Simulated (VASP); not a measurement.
**Mn: single point with r2SCAN**

Mn:

```
Mn
1.0
     2.89976    0.00000    0.00000
    -1.44988    2.51127    0.00000
     0.00000    0.00000    8.74667
Mn
4
Direct
  0.00000 0.00000 0.00000
  0.00000 0.00000 0.50000
  0.33333 0.66667 0.25000
  0.66667 0.33333 0.75000
```

This isn't the form of Mn at room conditions, which is a 58-atom cubic cell.

```
Program             : VASP 6.6.1
Task                : single point
Functional          : r2SCAN
Potentials or basis : VASP PAW PBE potentials, release 64 (Mn_pv)
Cutoff              : 520 eV
k mesh              : 14 × 14 × 4
Occupations         : fermi-dirac, width 0.05 eV
Spin                : collinear spin, antiferromagnetic start
Starting moments    : [3.68, 3.68, -3.689, -3.689] μB
```

```json
{"Pressure": "-4.5 GPa", "Net moment": "-0.06 μB per cell", "Site moments": "Mn +3.82, -3.85 (each value once) μB", "Valence electrons inside the program's atomic spheres": "Mn 11.48"}
```

Stress tensor (GPa, compression positive):
```
-4.79  0.00  0.00
 0.00 -4.79  0.00
 0.00  0.00 -3.85
```

Levels at points of the mesh, in eV from the Fermi level:
Spin up:
| k point | band 24 | band 25 | band 26 | band 27 | band 28 | band 29 |
| --- | --- | --- | --- | --- | --- | --- |
| (0.00, 0.00, 0.00) | -2.68 | -2.68 | -0.44 | -0.08 | 0.78 | 1.38 |
| (0.50, 0.00, 0.00) | -1.52 | -1.14 | -0.36 | 0.04 | 0.86 | 0.87 |
| (0.00, 0.00, 0.50) | -2.70 | -2.55 | -2.55 | 0.70 | 0.70 | 1.47 |
| (0.50, 0.00, 0.50) | -1.72 | -0.90 | -0.90 | 0.27 | 0.27 | 1.04 |
Spin down:
```tsv
k point	band 22	band 23	band 24	band 25	band 26	band 27	band 28	band 29	band 30	band 31
(0.00, 0.00, 0.00)	-2.81	-2.81	-2.67	-2.67	-0.40	-0.15	0.82	1.32	1.32	1.56
(0.50, 0.00, 0.00)	-2.16	-2.16	-1.43	-0.93	-0.42	0.25	0.31	0.80	1.09	1.66
(0.00, 0.00, 0.50)	-2.75	-2.75	-2.75	-2.57	-2.57	0.71	0.71	1.44	1.44	1.44
(0.50, 0.00, 0.50)	-2.16	-1.90	-1.90	-0.77	-0.77	0.42	0.42	0.83	0.83	1.91
```

Run time: 18 min on 1 thread of Oxide Virtual Turin-like Processor, on a shared host, peak memory 0.36 GiB.

Caveat: the cell stands under tension; the PAW data sets were made with another functional, which shifts forces and pressure a little.
